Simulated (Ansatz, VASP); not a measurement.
ZnS: VASP beside Ansatz

```
Zn S
1.0
     3.93460    0.00000    0.00000
    -1.96730    3.30822    0.00000
     0.00000    0.00000   24.96000
Zn S
8 8
Direct
  0.99759 0.99518 0.99971
  0.00241 0.00482 0.49971
  0.33588 0.67177 0.12462
  0.66412 0.32823 0.62462
  0.34125 0.68250 0.37483
  0.65875 0.31750 0.87483
  0.32565 0.65131 0.74972
  0.67435 0.34869 0.24972
  0.99895 0.99790 0.09404
  0.00105 0.00210 0.59404
  0.33741 0.67483 0.21893
  0.66259 0.32517 0.71893
  0.33938 0.67875 0.46913
  0.66062 0.32125 0.96913
  0.32171 0.64343 0.84422
  0.67829 0.35657 0.34422
```

Change from the starting cell: x stretched by +3 %, ions relaxed.

Alike in both runs: functional PBE; k mesh 8 × 8 × 2; occupations fermi-dirac, width 0.02 eV; no spin polarisation.

Ansatz relaxed the structure, and its values are those at the end. VASP's run is a single point on that final structure, the one shown.

|  | VASP | Ansatz |
| --- | --- | --- |
| version | VASP 6.6.1 | Ansatz 0.2.0 |
| potentials or method | VASP PAW PBE potentials, release 64 (Zn, S) | plane-wave PAW, scalar-relativistic |
| plane-wave cutoff (eV) | 520 | 420 |
| valence electrons in the cell | 144 | 144 |

|  | VASP | Ansatz | Ansatz less VASP |
| --- | --- | --- | --- |
| gap on the k mesh at the Fermi level (eV) | 1.97 | 1.96 | -0.004 |
| pressure (GPa) | -0.2 | -0.5 | -0.32 |

Ansatz's warnings: stress scf threshold loose.
